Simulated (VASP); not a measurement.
Runs of VASP 6.6.1 on CaSb4. The structure is that of space group P6/mmm (No. 191), or close to it. The cells are those of the table. The cell was generated, and may not be a known phase.

```csv
task,cell,k mesh,cutoff (eV),gap on the mesh (eV),pressure (GPa),relaxed volume (Å³/atom)
relaxation of cell and atoms,"relaxed from a = 5.111, b = 5.111, c = 6.158 Å, angles 90.0, 90.0, 120.0°, 5 atoms",6 × 6 × 4,600,none,0.2,33.50
single point,"a = 5.111, b = 5.111, c = 6.158 Å, angles 90.0, 90.0, 120.0°, 5 atoms",6 × 6 × 4,520,none,13.0,-
single point,"a = 5.618, b = 5.618, c = 6.152 Å, angles 90.0, 90.0, 120.0°, 5 atoms",12 × 12 × 6,520,none,0.0,-
single point,"a = 5.582, b = 5.582, c = 6.181 Å, angles 90.0, 90.0, 120.0°, 5 atoms",6 × 6 × 4,520,none,0.3,-
relaxation of cell and atoms,"relaxed from a = 5.582, b = 5.582, c = 6.181 Å, angles 90.0, 90.0, 120.0°, 5 atoms",12 × 12 × 6,600,none,0.0,(a)
```

Alike in all rows: level PBE; potentials or basis VASP PAW PBE potentials, release 64 (Ca_sv, Sb); no spin polarisation; smearing gaussian 0.1 eV.

**Question.** Estimate the missing entries.

**Answer.** (a) 33.66.

Caveats: spin-orbit coupling is left out, which moves the levels of the heavy elements; the volume moved by over 15 % at a fixed basis, so the end points are rough (at least some runs); the stress differs along the axes, from 2 to 18 GPa (at least some runs).

A k mesh can miss the band edges, and the runs leave out spin-orbit coupling on Sb.

A gap of «none» marks levels without a gap at the run's occupations.
